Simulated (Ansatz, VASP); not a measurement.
Two plane-wave programs on Sc

Contents of INCAR:

```
PREC     = Accurate       # precision mode
ENCUT    = 500            # plane-wave cutoff, eV
EDIFF    = 1E-6           # SCF threshold, eV
ISMEAR   = -5             # smearing method
SIGMA    = 0.1            # smearing width, eV
LREAL    = False          # projectors in reciprocal space
LASPH    = True           # aspherical terms in the spheres
NELM     = 120            # most SCF steps
ALGO     = Normal         # electronic algorithm
ISIF     = 2              # what is computed and relaxed
LWAVE    = False          # write WAVECAR
LCHARG   = False          # write CHGCAR
GGA      = PE             # functional
NBANDS   = 12             # bands
GGA_COMPAT= False
```

The input KPOINTS:

```
Automatic mesh
0
Gamma
  8 8 8
```

File POSCAR:

```
Sc
1.0
    0.0000000000      2.3268462047      2.3268462047
    2.3268462047      0.0000000000      2.3268462047
    2.3268462047      2.3268462047      0.0000000000
Sc
1
Direct
    0.0000000000      0.0000000000      0.0000000000
```

Input for Ansatz:

```yaml
crystal:
  lattice:
    - [0.0, 2.3268462047, 2.3268462047]
    - [2.3268462047, 0.0, 2.3268462047]
    - [2.3268462047, 2.3268462047, 0.0]
  atoms:
    - { symbol: Sc, position: [0.0, 0.0, 0.0] }
basis:
  ecutwfc: 420
kpoints:
  mp_grid: { grid: [8, 8, 8] }
hamiltonian:
  xc: pbe
scf:
  occupations: { method: tetrahedron }
  lower_state_search: standard
  max_iter: 80
  convergence: { dr2_threshold: "1e-7 eV" }
output:
  forces: true
  stress: true
  eigenvalues: true
```

Alike in both runs: task single point; functional PBE; k mesh 8 × 8 × 8; occupations tetrahedron; no spin polarisation.

```csv
,VASP,Ansatz
version,VASP 6.6.1,Ansatz 0.2.0
potentials or method,"VASP PAW PBE potentials, release 64 (Sc_sv), cutoff 500 eV","scalar-relativistic, plane waves, PAW"
valence electrons in the cell,11,11
```

|  | VASP | Ansatz | Ansatz less VASP |
| --- | --- | --- | --- |
| gap on the k mesh at the Fermi level (eV) | none | none | - |
| pressure (GPa) | -1.2 | -1.2 | -0.01 |

A gap of «none» marks a metal or a gap that the smearing closes. Ansatz's warnings: band table not solved further, stress scf threshold loose, tetrahedron derivatives may miss energy slope.
